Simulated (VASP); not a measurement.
# Nb3H in VASP: notebook

Nb3H is run at these levels: LDA; tasks: single point.

All numbers are computed with VASP 6.6.1; they aren't measurements. Logs are shortened: lines on timing, memory, paths and dates and some standing lists are left out, and cuts for length are marked.

### 1 The cell of the first run

The cell holds a slab with vacuum, 4 atoms: a = 2.927 Å, b = 2.927 Å, c = 21.196 Å, α = 90.00°, β = 90.00°, γ = 90.00°.

### 2 Single point, LDA, collinear spin, ferromagnetic start

The input, INCAR:

```
SYSTEM = Nb3H
  PREC = Accurate
  ENCUT = 520
  EDIFF = 1E-7
  ISMEAR = 0
  SIGMA = 0.1
  LREAL = .False.
  LASPH = .True.
  NELM = 150
  ALGO = Normal
  ISIF = 2
  LWAVE = .False.
  LCHARG = .False.
  ISPIN = 2
  MAGMOM = 0 0 0 1
  LORBIT = 11
  LMAXMIX = 4
  LDIPOL = .True.
  IDIPOL = 3
  DIPOL = 0.5 0.5 0.356
  NBANDS = 32
```

The input, KPOINTS:

```
regular mesh
0
Gamma
  9 9 1
  0 0 0
```

The input, POSCAR:

```
Nb3H
1.0
    2.9270177637      0.0000000000      0.0000000000
    0.0000000000      2.9270177637      0.0000000000
    0.0000000000      0.0000000000     21.1957939222
Nb H
3 1
Direct
    0.5000000000      0.5000000000      0.1887166867
    0.0000000000      0.0000000000      0.2876907936
    0.5000000000      0.5000000000      0.3866707684
    0.5000000000      1.0000000000      0.5617054952
```

Potentials or basis: VASP PAW LDA potentials, release 64 (Nb_sv, H).

The run is started by

```sh
> cat potpaw_LDA.64/Nb_sv/POTCAR potpaw_LDA.64/H/POTCAR > POTCAR
> mpirun -np 1 vasp_std > vasp.out
```

OUTCAR:

```text
SYSTEM = Nb3H
   PREC = Accurate
   ENCUT = 520
   EDIFF = 1E-7
   ISMEAR = 0
   LREAL = .False.
   LASPH = .True.
   NELM = 150
   ISIF = 2
   ISPIN = 2
   LORBIT = 11

 ion  position               nearest neighbor table
   1  0.500  0.500  0.189-   2 2.95   2 2.95   2 2.95   2 2.95
   2  0.000  0.000  0.288-   1 2.95   1 2.95   1 2.95   1 2.95   3 2.95   3 2.95   3 2.95   3 2.95

   3  0.500  0.500  0.387-   2 2.95   2 2.95   2 2.95   2 2.95
   4  0.500  0.000  0.562-

  LATTYP: Found a simple tetragonal cell.
 ALAT       =     2.9270177637
 C/A-ratio  =     7.2414298899

  Lattice vectors:

 A1 = (   2.9270177637,   0.0000000000,   0.0000000000)
 A2 = (   0.0000000000,   2.9270177637,   0.0000000000)
 A3 = (   0.0000000000,   0.0000000000,  21.1957939222)

Analysis of symmetry for initial positions (statically):
=====================================================================
 Subroutine PRICEL returns:
 Original cell was already a primitive cell.

 Routine SETGRP: Setting up the symmetry group for a
 simple tetragonal supercell.

 Subroutine GETGRP returns: Found  4 space group operations
 (whereof  4 operations were pure point group operations)
 out of a pool of 16 trial point group operations.

The static configuration has the point symmetry C_2v.

Analysis of symmetry for dynamics (positions and initial velocities):
=====================================================================
 Subroutine PRICEL returns:
 Original cell was already a primitive cell.

 Routine SETGRP: Setting up the symmetry group for a
 simple tetragonal supercell.

 Subroutine GETGRP returns: Found  4 space group operations
 (whereof  4 operations were pure point group operations)
 out of a pool of 16 trial point group operations.

The dynamic configuration has the point symmetry C_2v.

Analysis of structural, dynamic, and magnetic symmetry:
=====================================================================
 Subroutine PRICEL returns:
 Original cell was already a primitive cell.

 Routine SETGRP: Setting up the symmetry group for a
 simple tetragonal supercell.

 Subroutine GETGRP returns: Found  4 space group operations
 (whereof  4 operations were pure point group operations)
 out of a pool of 16 trial point group operations.

The overall configuration has the point symmetry C_2v.

 Subroutine INISYM returns: Found  4 space group operations
 (whereof  4 operations are pure point group operations),
 and found     1 'primitive' translations

----------------------------------------------------------------------------------------

                                     Primitive cell

  volume of cell :     181.5935

  direct lattice vectors                    reciprocal lattice vectors
     2.927017764  0.000000000  0.000000000     0.341644664  0.000000000  0.000000000
     0.000000000  2.927017764  0.000000000     0.000000000  0.341644664  0.000000000
     0.000000000  0.000000000 21.195793922     0.000000000  0.000000000  0.047179172

  length of vectors
     2.927017764  2.927017764 21.195793922     0.341644664  0.341644664  0.047179172

  position of ions in fractional coordinates (direct lattice)
     0.500000000  0.500000000  0.188716687
     0.000000000  0.000000000  0.287690794
     0.500000000  0.500000000  0.386670768
     0.500000000  0.000000000  0.561705495

  ion indices of the primitive-cell ions
   primitive index   ion index
                 1           1
                 2           2
                 3           3
                 4           4

----------------------------------------------------------------------------------------

 KPOINTS: regular mesh

Automatic generation of k-mesh.
 Grid dimensions read from file:
 generate k-points for:    9    9    1

 Generating k-lattice:

  Cartesian coordinates                     Fractional coordinates (reciprocal lattice)
     0.037960518  0.000000000  0.000000000     0.111111111  0.000000000  0.000000000
     0.000000000  0.037960518  0.000000000     0.000000000  0.111111111  0.000000000
     0.000000000  0.000000000  0.047179172     0.000000000  0.000000000  1.000000000

  Length of vectors
     0.037960518  0.037960518  0.047179172

  Shift w.r.t. Gamma in fractional coordinates (k-lattice)
     0.000000000  0.000000000  0.000000000

 Subroutine IBZKPT returns following result:
 ===========================================

 Found     25 irreducible k-points:

 Following reciprocal coordinates:
            Coordinates               Weight
  0.000000  0.000000  0.000000      1.000000
  0.111111  0.000000  0.000000      2.000000
  0.000000  0.111111  0.000000      2.000000
  0.222222  0.000000  0.000000      2.000000
  0.000000  0.222222  0.000000      2.000000
  0.333333  0.000000  0.000000      2.000000
[... 16 lines left out ...]
  0.444444  0.333333  0.000000      4.000000
 -0.333333  0.444444  0.000000      4.000000
   k-points           NKPTS =     25   k-points in BZ     NKDIM =     25   number of bands    NBANDS=     32
   number of dos      NEDOS =    301   number of ions     NIONS =      4
   total plane-waves  NPLWV =  92160
   dimension x,y,z NGX =    24 NGY =   24 NGZ =  160
   dimension x,y,z NGXF=    48 NGYF=   48 NGZF=  320
   ions per type =               3   1
   NGX,Y,Z   is equivalent  to a cutoff of  13.63, 13.63, 12.55 a.u.
   NGXF,Y,Z  is equivalent  to a cutoff of  27.26, 27.26, 25.10 a.u.
 SYSTEM =  Nb3H
   PREC   = accura    normal or accurate (medium, high low for compatibility)
   ISTART =      0    job   : 0-new  1-cont  2-samecut
   ICHARG =      2    charge: 1-file 2-atom 10-const
   ISPIN  =      2    spin polarized calculation?
   LNONCOLLINEAR =      F non collinear calculations
   LSORBIT =      F    spin-orbit coupling
   LASPH  =      T    aspherical Exc in radial PAW
   ENCUT  =  520.0 eV  38.22 Ry    6.18 a.u.   5.44  5.44 39.41*2*pi/ulx,y,z
   NELM   =    150;   NELMIN=  2; NELMDL= -5     # of ELM steps
   EDIFF  = 0.1E-06   stopping-criterion for ELM
   LREAL  =      F    real-space projection
   EDIFFG = 0.1E-05   stopping-criterion for IOM
   NSW    =      0    number of steps for IOM
   IBRION =     -1    ionic relax: 0-MD 1-quasi-New 2-CG
   NFREE  =      0    steps in history (QN), initial steepest desc. (CG)
   ISIF   =      2    stress and relaxation
   ISYM   =      2    0-nonsym 1-usesym 2-fastsym
   POTIM  = 0.5000    time-step for ionic-motion
   TEBEG  =    0.0;   TEEND  =   0.0 temperature during run
   PSTRESS=    0.0 pullay stress
   NELECT =      40.0000    total number of electrons
   NUPDOWN=      -1.0000    fix difference up-down
   EMIN   =  10.00;   EMAX   =-10.00  energy-range for DOS
   EFERMI =   0.00;   METHOD = LEGACY
   ISMEAR =     0;   SIGMA  =   0.10  broadening in eV -4-tet -1-fermi 0-gaus
   EFERMI_NEDOS =   21; number of points for ismear=-14 and -15
   IALGO  =     38    algorithm
   IMIX   =      4    mixing-type and parameters
     AMIX     =   0.40;   BMIX     =  1.00
     AMIX_MAG =   1.60;   BMIX_MAG =  1.00
  volume/ion in A,a.u.               =      45.40       306.36
  Fermi-wavevector in a.u.,A,eV,Ry     =   0.988693  1.868358 13.299877  0.977513
  Thomas-Fermi vector in A             =   2.120238
   LORBIT       =     11    0 simple, 1 ext, 2 COOP (PROOUT), +10 PAW based schemes
   GGA     = CA    functional components
   LHFCALC =     F    Hartree Fock is set to
   AEXX    =    0.0000 exact exchange contribution
   IVDW    =     0    specifies the selected vdW correction
   LEPSILON=     F    determine dielectric tensor
   LRPA    =     F    only Hartree local field effects (RPA)
 spin polarized calculation
 Gauss-broadening in eV      SIGMA  =   0.10
  energy-cutoff  :      520.00
  volume of cell :      181.59
 maximum number of plane-waves:      4927
 NGX is ok and might be reduce to    24
   NGX = 11   NGY = 11   NGZ = 79

 dipolmoment           0.000000      0.000000     -0.011518 electrons x Angstroem

 number of electron      39.9999998 magnetization       0.7694725

 dipolmoment           0.000000      0.000000      0.057660 electrons x Angstroem

 Free energy of the ion-electron system (eV)
  ---------------------------------------------------
  ext. energy  EPLUGINS =         0.00000000
  ---------------------------------------------------
  free energy    TOTEN  =       -31.18592532 eV

  energy without entropy =      -31.15346401  energy(sigma->0) =      -31.16969467

 E-fermi :   0.0582     XC(G=0):  -5.4426

 val. band max:        0.0549105533   @ k =  -0.1111   0.2222   0.0000
 cond. band min:       0.0641611995   @ k =   0.4444   0.1111   0.0000
 fundamental gap:      0.0092506462
 Fermi energy:         0.0581604939

 spin component 1

 k-point     1 :       0.0000    0.0000    0.0000
  band No.  band energies     occupation
      1     -54.6392      1.00000
      2     -54.5700      1.00000
      3     -54.3784      1.00000
      4     -31.2197      1.00000
      5     -30.8763      1.00000
      6     -30.4856      1.00000
[... 829 lines left out ...]
     31       7.3604      0.00000
     32       7.4846      0.00000

 [... further k-points ...]

 spin component 2

 k-point     1 :       0.0000    0.0000    0.0000
  band No.  band energies     occupation
      1     -54.6486      1.00000
      2     -54.5827      1.00000
      3     -54.3883      1.00000
      4     -31.2276      1.00000
      5     -30.8876      1.00000
      6     -30.4980      1.00000
[... 829 lines left out ...]
     31       7.3723      0.00000
     32       7.7306      0.00000

 [... further k-points ...]

------------------------ aborting loop because EDIFF is reached ----------------------------------------

 vacuum level on the upper side and lower side of the slab       (xc-potential included)         0.563        -0.720

  FORCE on cell =-STRESS in cart. coord.  units (eV):
  Direction    XX          YY          ZZ          XY          YZ          ZX
  --------------------------------------------------------------------------------------
  -------------------------------------------------------------------------------------
  Total       -7.9248103     -7.9930218     -0.9950364      0.0000000      0.0000000      0.0000000
  in kB      -69.9196192    -70.5214404     -8.7790830      0.0000000      0.0000000      0.0000000
  external PRESSURE =     -49.7400475 kB  Pullay stress =       0.0000000 kB

 VOLUME and BASIS-vectors are now :
 -----------------------------------------------------------------------------
  energy-cutoff  :      520.00
  volume of cell :      181.59
      direct lattice vectors                 reciprocal lattice vectors
     2.927017764  0.000000000  0.000000000     0.341644664  0.000000000  0.000000000
     0.000000000  2.927017764  0.000000000     0.000000000  0.341644664  0.000000000
     0.000000000  0.000000000 21.195793922     0.000000000  0.000000000  0.047179172

 POSITION                                       TOTAL-FORCE (eV/Angst)
 -----------------------------------------------------------------------------------
      1.46351      1.46351      4.00000         0.000000      0.000000      0.034681
      0.00000      0.00000      6.09783         0.000000      0.000000     -0.090728
      1.46351      1.46351      8.19579         0.000000      0.000000      0.324883
      1.46351      0.00000     11.90579         0.000000      0.000000     -0.268836
 -----------------------------------------------------------------------------------
    total drift:                                0.000000      0.000000     -0.000154

  FREE ENERGIE OF THE ION-ELECTRON SYSTEM (eV)
  ---------------------------------------------------
  free  energy   TOTEN  =       -31.1859253222 eV

  energy  without entropy=      -31.1534640145  energy(sigma->0) =      -31.16969467

 vacuum level on the upper side and lower side of the slab         5.848         4.517

 total charge

# of ion       s       p       d       tot
------------------------------------------
    1        2.219   5.950   2.493  10.662
    2        2.232   6.024   2.415  10.671
    3        2.217   5.949   2.490  10.657
    4        0.359   0.000   0.000   0.359
--------------------------------------------------
tot          7.026  17.923   7.399  32.349

 magnetization (x)

# of ion       s       p       d       tot
------------------------------------------
    1       -0.001  -0.001  -0.022  -0.024
    2       -0.001  -0.001  -0.014  -0.015
    3       -0.000  -0.004  -0.009  -0.013
    4        0.331   0.000   0.000   0.331
--------------------------------------------------
tot          0.329  -0.005  -0.045   0.279
```

It took 7.8 min on 1 thread of AMD EPYC 9R45 (Zen 5), shared host; peak memory 0.35 GiB.

What came out:

| Item | Value |
| --- | --- |
| Free energy | -31.1859 eV |
| Largest force | 0.325 eV/Å |
| Net moment | 0.77 μB per cell |
| Site moments | Nb -0.02, -0.01; H +0.33 μB |
| Valence electrons inside the program's atomic spheres | Nb 10.66, 10.67; H 0.36 |

Forces on the atoms (eV/Å):
```
Nb   0.000  0.000  0.035
Nb   0.000  0.000 -0.091
Nb   0.000  0.000  0.325
H    0.000  0.000 -0.269
```

Levels at points of the mesh, in eV from the Fermi level:
Spin up:
```csv
k point,band 18,band 19,band 20,band 21,band 22,band 23
"(0.00, 0.00, 0.00)",-2.09,-0.80,-0.37,0.26,0.56,0.56
```
Spin down:
| k point | band 18 | band 19 | band 20 | band 21 | band 22 | band 23 |
| --- | --- | --- | --- | --- | --- | --- |
| (0.00, 0.00, 0.00) | -0.93 | -0.83 | -0.34 | 0.55 | 0.55 | 0.84 |

### 3 Single point, LDA, collinear spin, ferromagnetic start

The input, INCAR:

```
SYSTEM = Nb3H
PREC = Accurate
ENCUT = 520
EDIFF = 1E-6
ISMEAR = 0
SIGMA = 0.1
LREAL = .FALSE.
LASPH = .TRUE.
NELM = 150
ALGO = Normal
ISIF = 2
LWAVE = .FALSE.
LCHARG = .FALSE.
ISPIN = 2
MAGMOM = 0 0 0 1
LORBIT = 11
LMAXMIX = 4
LDIPOL = .TRUE.
IDIPOL = 3
DIPOL = 0.5 0.5 0.327
NBANDS = 32
```

The input, KPOINTS:

```
regular mesh
0
G
  9 9 1
  0 0 0
```

POSCAR, as its differences from that of step 2:

```diff
@@ -11,2 +11,2 @@
     0.5000000000      0.5000000000      0.3866707684
-    0.5000000000      1.0000000000      0.5617054952
+    0.5000000000      1.0000000000      0.4465883164
```

Potentials or basis: VASP PAW LDA potentials, release 64 (Nb_sv, H).

The run is started by

```sh
> cat potpaw_LDA.64/Nb_sv/POTCAR potpaw_LDA.64/H/POTCAR > POTCAR
> mpirun -np 1 vasp_std > vasp.out
```

It took 4.6 min on 1 thread of Intel Xeon 6975P-C (Granite Rapids), shared host; peak memory 0.38 GiB.

The run converged. Its results:

| Item | Value |
| --- | --- |
| Free energy | -34.2627 eV |
| Largest force | 0.492 eV/Å |
| Band gap on the k mesh | zero (filled and empty bands overlap) |
| Net moment | 0.00 μB per cell |
| Valence electrons inside the program's atomic spheres | Nb 10.66, 10.69, 10.65; H 0.54 |

Forces in eV/Å, atoms in the order of the input:
```
Nb   0.000  0.000  0.190
Nb   0.000  0.000 -0.492
Nb   0.000  0.000  0.409
H    0.000  0.000 -0.107
```

Levels at points of the mesh, in eV from the Fermi level:
Spin up:
| k point | band 17 | band 18 | band 19 | band 20 | band 21 | band 22 | band 23 | band 24 |
| --- | --- | --- | --- | --- | --- | --- | --- | --- |
| (0.00, 0.00, 0.00) | -2.50 | -1.66 | -0.72 | -0.27 | 0.58 | 0.63 | 1.74 | 2.03 |
Spin down:
| k point | band 18 | band 19 | band 20 | band 21 | band 22 | band 23 |
| --- | --- | --- | --- | --- | --- | --- |
| (0.00, 0.00, 0.00) | -1.66 | -0.72 | -0.27 | 0.58 | 0.63 | 1.74 |

### 4 Single point, LDA, collinear spin, ferromagnetic start

The input, INCAR:

```
ALGO = Normal
DIPOL = 0.5 0.5 0.337
EDIFF = 1E-6
ENCUT = 520
GGA = CA
IDIPOL = 3
ISIF = 2
ISMEAR = 0
ISPIN = 2
LASPH = T
LCHARG = T
LDIPOL = T
LELF = T
LMAXMIX = 4
LORBIT = 11
LREAL = F
LVACPOTAV = T
LVHAR = T
LWAVE = F
MAGMOM = 0 0 0 1
NBANDS = 32
NELM = 150
PREC = Accurate
SIGMA = 0.1
```

The input, KPOINTS:

```
k-points
0
Gamma
  9 9 1
```

POSCAR, as its differences from that of step 3:

```diff
@@ -11,2 +11,2 @@
     0.5000000000      0.5000000000      0.3866707684
-    0.5000000000      1.0000000000      0.4465883164
+    0.5000000000      1.0000000000      0.4862188206
```

The run is started by

```sh
> cat potpaw_LDA.64/Nb_sv/POTCAR potpaw_LDA.64/H/POTCAR > POTCAR
> mpirun -np 1 vasp_std > vasp.out
```

Wall time 4.5 min (1 thread of Intel Xeon 6975P-C (Granite Rapids), shared host); peak memory 0.37 GiB.

It converged, with:

| Property | Result |
| --- | --- |
| Free energy | -33.0688 eV |
| Largest force | 2.394 eV/Å |
| Band gap on the k mesh | zero (filled and empty bands overlap) |
| Net moment | 0.00 μB per cell |
| Valence electrons inside the program's atomic spheres | Nb 10.66, 10.68, 10.58; H 0.39 |

Forces on the atoms (eV/Å):
```
Nb   0.000  0.000  0.245
Nb   0.000  0.000 -0.622
Nb   0.000  0.000  2.394
H    0.000  0.000 -2.017
```

Levels at points of the mesh, in eV from the Fermi level:
Spin up:
```tsv
k point	band 16	band 17	band 18	band 19	band 20	band 21	band 22	band 23	band 24	band 25
(0.00, 0.00, 0.00)	-3.19	-2.55	-2.05	-0.77	-0.28	0.59	0.60	1.73	1.83	2.11
```
Spin down:
```
           k point  band 16  band 17  band 18  band 19  band 20  band 21  band 22  band 23  band 24  band 25
(0.00, 0.00, 0.00)    -3.19    -2.55    -2.05    -0.77    -0.28     0.59     0.60     1.73     1.83     2.11
```
